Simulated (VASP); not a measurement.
## ZrAl2N3: single point with PBE

ZrAl2N3:

```xyz
12
Lattice="3.2647 0.0000 0.0000 -1.6324 2.8273 0.0000 0.0000 0.0000 16.0377" Properties=species:S:1:pos:R:3 pbc="T T T"
Zr    0.0000    1.8849    0.0173
Zr    1.6324    0.9424    8.0362
Al    0.0000    1.8849    5.2303
Al    0.0000    1.8849   10.8189
Al    1.6324    0.9424    2.8000
Al    1.6324    0.9424   13.2492
N     0.0000    1.8849    2.2805
N     0.0000    1.8849    7.1523
N     0.0000    1.8849   12.7506
N     1.6324    0.9424    4.7317
N     1.6324    0.9424   10.2994
N     1.6324    0.9424   15.1711
```

```yaml
Program: VASP 6.6.1
Task: single point
Functional: PBE
Potentials_or_basis: VASP PAW PBE potentials, release 64 (Zr_sv, Al, N)
Cutoff: 520 eV
k_mesh: 12 × 12 × 4
Occupations: gaussian, width 0.1 eV
Spin: no spin polarisation
```

```
Pressure               : -0.1 GPa
Largest force          : 0.038 eV/Å
Band gap on the k mesh : zero (bands 33 and 34 overlap by 1.40 eV)
```

Forces in eV/Å, atoms in the order of the input:
```
Zr   0.000  0.000  0.015
Zr   0.000  0.000  0.015
Al   0.000  0.000  0.000
Al   0.000  0.000 -0.005
Al   0.000  0.000 -0.005
Al   0.000  0.000  0.000
N    0.000  0.000  0.023
N    0.000  0.000 -0.038
N    0.000  0.000  0.005
N    0.000  0.000  0.005
N    0.000  0.000  0.023
N    0.000  0.000 -0.038
```

Levels at points of the mesh, in eV from the Fermi level:
| k point | band 30 | band 31 | band 32 | band 33 | band 34 | band 35 | band 36 | band 37 |
| --- | --- | --- | --- | --- | --- | --- | --- | --- |
| (0.00, 0.00, 0.00) | -3.42 | -3.42 | -3.42 | -0.21 | 0.57 | 1.48 | 1.77 | 1.77 |
| (0.50, 0.00, 0.00) | -3.72 | -3.59 | -3.58 | -0.03 | 0.11 | 0.55 | 0.68 | 2.38 |
| (0.00, 0.00, 0.50) | -3.42 | -3.42 | -3.42 | 0.12 | 0.12 | 1.78 | 1.78 | 1.78 |
| (0.50, 0.00, 0.50) | -3.71 | -3.61 | -3.61 | 0.04 | 0.04 | 0.61 | 0.61 | 2.56 |

It took 6 min on 1 thread of Intel(R) Xeon(R) Platinum 8488C (Sapphire Rapids), on a shared host, peak memory 0.43 GiB.
